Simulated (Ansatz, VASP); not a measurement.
## K: VASP beside Ansatz

File INCAR:

```
PREC = Accurate ; ENCUT = 520
EDIFF = 1E-6 ; ISMEAR = -1
SIGMA = 0.1 ; LREAL = False
LASPH = True ; NELM = 100
ALGO = Normal ; ISIF = 2
LWAVE = False ; LCHARG = False
NBANDS = 10
```

The input KPOINTS:

```
regular mesh
0
Gamma
  10 10 10
```

POSCAR

```
K
1.0
    0.0000000000      3.2283195042      3.2283195042
    3.2283195042      0.0000000000      3.2283195042
    3.2283195042      3.2283195042      0.0000000000
K
1
Direct
    0.0000000000      0.0000000000      0.0000000000
```

Input for Ansatz:

```yaml
crystal:
  lattice:
    - [0.0, 3.2283195042, 3.2283195042]
    - [3.2283195042, 0.0, 3.2283195042]
    - [3.2283195042, 3.2283195042, 0.0]
  atoms:
    - { symbol: K, position: [0.0, 0.0, 0.0] }
hamiltonian:
  xc: lda
  pseudopotentials:
    kind: paw
    azcp:
      K: "pseudopotentials/K.paw.azcp"
basis:
  ecutwfc: 420
  fft_grid_basis: typed
kpoints:
  mp_grid: { grid: [10, 10, 10], shift: [0, 0, 0] }
magnetization:
  spin_polarized: false
scf:
  occupations: { method: fermi_dirac, width: 0.1 }
  lower_state_search: "off"
output:
  stress: true
  write_density: true
  write_potential: true
  elf: true
  volumetric_format: npy
```

Alike in both runs: task single point; functional LDA; k mesh 10 × 10 × 10; occupations fermi-dirac, width 0.1 eV; no spin polarisation.

```csv
,VASP,Ansatz
version,VASP 6.6.1,Ansatz 0.2.0
potentials or method,"VASP PAW LDA potentials, release 64 (K_sv), cutoff 520 eV","plane waves (420 eV) with PAW, scalar-relativistic"
valence electrons in the cell,9,9
```

```csv
,VASP,Ansatz,Ansatz less VASP
pressure (GPa),-0.2,-0.2,+0.02
```

Ansatz warns that its potentials were made for another functional, while VASP's fit it. LDA's correlation is that of Perdew and Zunger in VASP and of Perdew and Wang (1992) in Ansatz.
